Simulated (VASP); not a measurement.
# MgO (Cm) in VASP: single point with PBEsol

Aim: the single point of MgO with PBEsol.

Program: VASP 6.6.1. These are calculated values, not measurements. Logs are shortened: lines on timing, memory, paths and dates and some standing lists are left out, and cuts for length are marked.

## (1) The cell of the first run

It takes space group Cm (No. 8, monoclinic). The conventional cell has a = 5.230 Å, b = 3.020 Å, c = 3.020 Å, α = 90.00°, β = 125.26°, γ = 90.00°. Mg (site symmetry m) has 3 O at 1.56 to 2.03 Å within 2.1 Å. Within 2.1 Å of O (site symmetry m) lie 3 Mg at 1.56 to 2.03 Å.

## (2) Single point, PBEsol (atom 2 (O) moved by (-0.300, -0.600) A along [1 1 0] and z)

Input file INCAR:

```
ALGO = Normal
EDIFF = 1E-6
ENCUT = 520
GGA = PS
ISIF = 2
ISMEAR = 0
LASPH = T
LCHARG = F
LREAL = F
LWAVE = F
NBANDS = 11
NELM = 100
PREC = Accurate
SIGMA = 0.05
```

Input file KPOINTS:

```
k-points
0
Gamma
  10 10 10
```

Input file POSCAR:

```
MgO
1.0
    0.0000000000      2.1351500000      2.1351500000
    2.1351500000      0.0000000000      2.1351500000
    2.1351500000      2.1351500000      0.0000000000
Mg O
1 1
Direct
    0.0000000000      0.0000000000      0.0000000000
    0.3594946491      0.3594946491      0.5411530645
```

Potentials or basis: VASP PAW PBE potentials, release 64 (Mg, O).

Run with:

```
cat potpaw_PBE.64/Mg/POTCAR potpaw_PBE.64/O/POTCAR > POTCAR
mpirun -np 1 vasp_std > vasp.out
```

OUTCAR:

```text
EDIFF = 1E-6
   ENCUT = 520
   GGA = PS
   ISIF = 2
   ISMEAR = 0
   LASPH = T
   LREAL = F
   NELM = 100
   PREC = Accurate

 ion  position               nearest neighbor table
   1  0.000  0.000  0.000-   2 1.56   2 2.03   2 2.03   2 2.43   2 2.43   2 2.75
   2  0.359  0.359  0.541-   1 1.56   1 2.03   1 2.03   1 2.43   1 2.43   1 2.75

  LATTYP: Found a face centered cubic cell.
 ALAT       =     4.2703000000

  Lattice vectors:

 A1 = (   0.0000000000,   2.1351500000,   2.1351500000)
 A2 = (   2.1351500000,   0.0000000000,   2.1351500000)
 A3 = (   2.1351500000,   2.1351500000,   0.0000000000)

Analysis of symmetry for initial positions (statically):
=====================================================================
 Subroutine PRICEL returns:
 Original cell was already a primitive cell.

 Routine SETGRP: Setting up the symmetry group for a
 face centered cubic supercell.

 Subroutine GETGRP returns: Found  2 space group operations
 (whereof  2 operations were pure point group operations)
 out of a pool of 48 trial point group operations.

The static configuration has the point symmetry C_1h.

Analysis of symmetry for dynamics (positions and initial velocities):
=====================================================================
 Subroutine PRICEL returns:
 Original cell was already a primitive cell.

 Routine SETGRP: Setting up the symmetry group for a
 face centered cubic supercell.

 Subroutine GETGRP returns: Found  2 space group operations
 (whereof  2 operations were pure point group operations)
 out of a pool of 48 trial point group operations.

The dynamic configuration has the point symmetry C_1h.

 Subroutine INISYM returns: Found  2 space group operations
 (whereof  2 operations are pure point group operations),
 and found     1 'primitive' translations

----------------------------------------------------------------------------------------

                                     Primitive cell

  volume of cell :      19.4677

  direct lattice vectors                    reciprocal lattice vectors
     0.000000000  2.135150000  2.135150000    -0.234175585  0.234175585  0.234175585
     2.135150000  0.000000000  2.135150000     0.234175585 -0.234175585  0.234175585
     2.135150000  2.135150000  0.000000000     0.234175585  0.234175585 -0.234175585

  length of vectors
     3.019558088  3.019558088  3.019558088     0.405604011  0.405604011  0.405604011

  position of ions in fractional coordinates (direct lattice)
     0.000000000  0.000000000  0.000000000
     0.359494649  0.359494649  0.541153065

  ion indices of the primitive-cell ions
   primitive index   ion index
                 1           1
                 2           2

----------------------------------------------------------------------------------------

 KPOINTS: k-points

Automatic generation of k-mesh.
 Grid dimensions read from file:
 generate k-points for:   10   10   10

 Generating k-lattice:

  Cartesian coordinates                     Fractional coordinates (reciprocal lattice)
    -0.023417558  0.023417558  0.023417558     0.100000000  0.000000000  0.000000000
     0.023417558 -0.023417558  0.023417558     0.000000000  0.100000000  0.000000000
     0.023417558  0.023417558 -0.023417558     0.000000000  0.000000000  0.100000000

  Length of vectors
     0.040560401  0.040560401  0.040560401

  Shift w.r.t. Gamma in fractional coordinates (k-lattice)
     0.000000000  0.000000000  0.000000000

 Subroutine IBZKPT returns following result:
 ===========================================

 Found    282 irreducible k-points:

 Following reciprocal coordinates:
            Coordinates               Weight
  0.000000  0.000000  0.000000      1.000000
  0.100000  0.000000  0.000000      4.000000
  0.000000  0.000000  0.100000      2.000000
  0.100000  0.100000  0.100000      2.000000
  0.200000  0.000000  0.000000      4.000000
  0.000000  0.000000  0.200000      2.000000
[... 16 lines left out ...]
  0.200000  0.100000  0.200000      4.000000
  0.100000 -0.100000 -0.100000      4.000000
 [... further k-points ...]
   k-points           NKPTS =    282   k-points in BZ     NKDIM =    282   number of bands    NBANDS=     11
   number of dos      NEDOS =    301   number of ions     NIONS =      2
   total plane-waves  NPLWV =  13824
   dimension x,y,z NGX =    24 NGY =   24 NGZ =   24
   dimension x,y,z NGXF=    48 NGYF=   48 NGZF=   48
   ions per type =               1   1
   NGX,Y,Z   is equivalent  to a cutoff of  13.21, 13.21, 13.21 a.u.
   NGXF,Y,Z  is equivalent  to a cutoff of  26.43, 26.43, 26.43 a.u.
 SYSTEM =  unknown system
   PREC   = accura    normal or accurate (medium, high low for compatibility)
   ISTART =      0    job   : 0-new  1-cont  2-samecut
   ICHARG =      2    charge: 1-file 2-atom 10-const
   ISPIN  =      1    spin polarized calculation?
   LNONCOLLINEAR =      F non collinear calculations
   LSORBIT =      F    spin-orbit coupling
   LASPH  =      T    aspherical Exc in radial PAW
   ENCUT  =  520.0 eV  38.22 Ry    6.18 a.u.   5.61  5.61  5.61*2*pi/ulx,y,z
   NELM   =    100;   NELMIN=  2; NELMDL= -5     # of ELM steps
   EDIFF  = 0.1E-05   stopping-criterion for ELM
   LREAL  =      F    real-space projection
   EDIFFG = 0.1E-04   stopping-criterion for IOM
   NSW    =      0    number of steps for IOM
   IBRION =     -1    ionic relax: 0-MD 1-quasi-New 2-CG
   NFREE  =      0    steps in history (QN), initial steepest desc. (CG)
   ISIF   =      2    stress and relaxation
   ISYM   =      2    0-nonsym 1-usesym 2-fastsym
   POTIM  = 0.5000    time-step for ionic-motion
   TEBEG  =    0.0;   TEEND  =   0.0 temperature during run
   PSTRESS=    0.0 pullay stress
   NELECT =       8.0000    total number of electrons
   NUPDOWN=      -1.0000    fix difference up-down
   EMIN   =  10.00;   EMAX   =-10.00  energy-range for DOS
   EFERMI =   0.00;   METHOD = LEGACY
   ISMEAR =     0;   SIGMA  =   0.05  broadening in eV -4-tet -1-fermi 0-gaus
   EFERMI_NEDOS =   21; number of points for ismear=-14 and -15
   IALGO  =     38    algorithm
   IMIX   =      4    mixing-type and parameters
     AMIX     =   0.40;   BMIX     =  1.00
     AMIX_MAG =   1.60;   BMIX_MAG =  1.00
  volume/ion in A,a.u.               =       9.73        65.69
  Fermi-wavevector in a.u.,A,eV,Ry     =   1.217119  2.300022 20.155386  1.481379
  Thomas-Fermi vector in A             =   2.352450
   LORBIT       =      0    0 simple, 1 ext, 2 COOP (PROOUT), +10 PAW based schemes
   GGA     = PS    functional components
   LHFCALC =     F    Hartree Fock is set to
   AEXX    =    0.0000 exact exchange contribution
   IVDW    =     0    specifies the selected vdW correction
   LEPSILON=     F    determine dielectric tensor
   LRPA    =     F    only Hartree local field effects (RPA)
 non-spin polarized calculation
 Gauss-broadening in eV      SIGMA  =   0.05
  energy-cutoff  :      520.00
  volume of cell :       19.47
 maximum number of plane-waves:       544
   NGX = 11   NGY = 11   NGZ = 11

 number of electron       8.0000000 magnetization

 Free energy of the ion-electron system (eV)
  ---------------------------------------------------
  ext. energy  EPLUGINS =         0.00000000
  ---------------------------------------------------
  free energy    TOTEN  =       -10.54185960 eV

  energy without entropy =      -10.54185960  energy(sigma->0) =      -10.54185960

 E-fermi :   2.8334     XC(G=0): -10.9608

 val. band max:        2.5615691768   @ k =   0.0000   0.0000   0.1000
 cond. band min:       6.5845219327   @ k =   0.0000   0.0000   0.0000
 fundamental gap:      4.0229527559
 Fermi energy:         2.8334014990

 k-point     1 :       0.0000    0.0000    0.0000
  band No.  band energies     occupation
      1     -14.3854      2.00000
      2       2.1444      2.00000
      3       2.2572      2.00000
      4       2.5511      2.00000
      5       6.5845      0.00000
      6      18.4240      0.00000
      7      19.3866      0.00000
      8      20.3541      0.00000
      9      20.9035      0.00000
     10      23.7974      0.00000
     11      24.3433      0.00000

 k-point     2 :       0.1000    0.0000    0.0000
  band No.  band energies     occupation
      1     -14.2914      2.00000
      2       1.5982      2.00000
      3       2.1865      2.00000
      4       2.5427      2.00000
      5       7.1677      0.00000
      6      17.2393      0.00000
      7      18.9045      0.00000
      8      20.3038      0.00000
      9      22.3297      0.00000
     10      23.3549      0.00000
     11      23.9441      0.00000

 k-point     3 :       0.0000    0.0000    0.1000
  band No.  band energies     occupation
      1     -14.2900      2.00000
      2       1.5744      2.00000
      3       2.2354      2.00000
      4       2.5616      2.00000
      5       7.1393      0.00000
      6      16.9757      0.00000
      7      19.3867      0.00000
      8      20.2731      0.00000
      9      21.9366      0.00000
     10      23.0898      0.00000
     11      24.3136      0.00000

 k-point     4 :       0.1000    0.1000    0.1000
  band No.  band energies     occupation
      1     -14.2927      2.00000
      2       1.7777      2.00000
      3       2.2136      2.00000
      4       2.2384      2.00000
      5       7.2452      0.00000
      6      17.7505      0.00000
      7      18.8463      0.00000
      8      19.5190      0.00000
      9      23.0517      0.00000
     10      23.3887      0.00000
     11      23.6843      0.00000

 k-point     5 :       0.2000    0.0000    0.0000
  band No.  band energies     occupation
      1     -14.0344      2.00000
      2       0.4645      2.00000
      3       2.0858      2.00000
      4       2.4737      2.00000
      5       8.3421      0.00000
      6      15.3972      0.00000
      7      18.8608      0.00000
      8      19.9661      0.00000
      9      22.4096      0.00000
     10      22.9023      0.00000
     11      25.3580      0.00000
[... 211 lines left out ...]
 k-point    21 :       0.1000    0.0000    0.2000
  band No.  band energies     occupation
      1     -14.0582      2.00000
      2       0.6889      2.00000
      3       2.0392      2.00000
      4       2.3796      2.00000
      5       8.3733      0.00000
      6      15.6163      0.00000
      7      18.1196      0.00000
      8      19.8969      0.00000
      9      21.7605      0.00000
     10      23.8451      0.00000
     11      26.1710      0.00000

 k-point    22 :       0.1000    0.1000   -0.1000
  band No.  band energies     occupation
      1     -14.0541      2.00000
      2       0.8072      2.00000
      3       2.0626      2.00000
      4       2.3919      2.00000
      5       8.0656      0.00000
      6      15.3025      0.00000
      7      19.1876      0.00000
      8      19.4088      0.00000
      9      22.7694      0.00000
     10      24.3608      0.00000
     11      24.4238      0.00000

 k-point    23 :       0.2000    0.1000    0.2000
  band No.  band energies     occupation
      1     -14.0630      2.00000
      2       0.7751      2.00000
      3       1.9758      2.00000
      4       2.1626      2.00000
      5       8.5054      0.00000
      6      16.0101      0.00000
      7      18.5208      0.00000
      8      19.2084      0.00000
      9      21.4684      0.00000
     10      24.7187      0.00000
     11      25.6465      0.00000

 k-point    24 :       0.1000   -0.1000   -0.1000
  band No.  band energies     occupation
      1     -14.0597      2.00000
      2       0.6720      2.00000
      3       1.9832      2.00000
      4       2.4436      2.00000
      5       8.3765      0.00000
      6      15.6221      0.00000
      7      18.2916      0.00000
      8      19.3321      0.00000
      9      22.2621      0.00000
     10      24.3953      0.00000
     11      25.4158      0.00000

 [... further k-points ...]

------------------------ aborting loop because EDIFF is reached ----------------------------------------

  FORCE on cell =-STRESS in cart. coord.  units (eV):
  Direction    XX          YY          ZZ          XY          YZ          ZX
  --------------------------------------------------------------------------------------
  -------------------------------------------------------------------------------------
  Total       -0.0747272     -0.0747272     16.0298045      0.1891937     -2.2111213     -2.2111190
  in kB       -6.1499841     -6.1499841   1319.2394801     15.5704838   -181.9734274   -181.9732428
  external PRESSURE =     435.6465040 kB  Pullay stress =       0.0000000 kB

 VOLUME and BASIS-vectors are now :
 -----------------------------------------------------------------------------
  energy-cutoff  :      520.00
  volume of cell :       19.47
      direct lattice vectors                 reciprocal lattice vectors
     0.000000000  2.135150000  2.135150000    -0.234175585  0.234175585  0.234175585
     2.135150000  0.000000000  2.135150000     0.234175585 -0.234175585  0.234175585
     2.135150000  2.135150000  0.000000000     0.234175585  0.234175585 -0.234175585

 POSITION                                       TOTAL-FORCE (eV/Angst)
 -----------------------------------------------------------------------------------
      0.00000      0.00000      0.00000         1.042045      1.042045    -10.880138
      1.92302      1.92302      1.53515        -1.042045     -1.042045     10.880138
 -----------------------------------------------------------------------------------
    total drift:                                0.000365      0.000365      0.001334

  FREE ENERGIE OF THE ION-ELECTRON SYSTEM (eV)
  ---------------------------------------------------
  free  energy   TOTEN  =       -10.5418596021 eV

  energy  without entropy=      -10.5418596021  energy(sigma->0) =      -10.54185960
```

Wall time 21 s (1 thread of Intel Xeon 6975P-C (Granite Rapids), shared host); peak memory 0.19 GiB.

What came out:

```
Free energy            : -10.5419 eV
Pressure               : 43.6 GPa
Largest force          : 10.979 eV/Å
Band gap on the k mesh : 4.02 eV, indirect (least direct gap 4.03 eV)
```

Forces on the atoms (eV/Å):
```
Mg    1.042   1.042 -10.880
O    -1.042  -1.042  10.880
```

Levels at points of the mesh, in eV from the valence-band top:
```csv
k point,band 1,band 2,band 3,band 4,band 5,band 6,band 7,band 8
"(0.00, 0.00, 0.00)",-16.95,-0.42,-0.30,-0.01,4.02,15.86,16.83,17.79
"(0.50, 0.00, 0.00)",-15.83,-4.32,-0.72,-0.27,7.64,10.90,15.57,16.72
"(0.00, 0.00, 0.50)",-15.82,-4.26,-0.53,-0.23,7.38,10.82,15.27,16.93
"(0.50, 0.50, 0.50)",-15.84,-4.30,-0.82,-0.74,8.20,11.29,16.01,16.04
"(0.50, 0.50, 0.00)",-15.58,-3.37,-1.29,-1.25,7.88,9.34,12.42,18.45
"(0.00, 0.50, 0.50)",-15.56,-3.80,-1.55,-1.12,8.11,10.16,12.77,17.74
```

Caveat: the cell differs from its parent crystal (atom 2 (O) moved by (-0.300, -0.600) A along [1 1 0] and z); the PAW data sets were made with another functional, which shifts forces and pressure a little. A k mesh can miss the band edges.
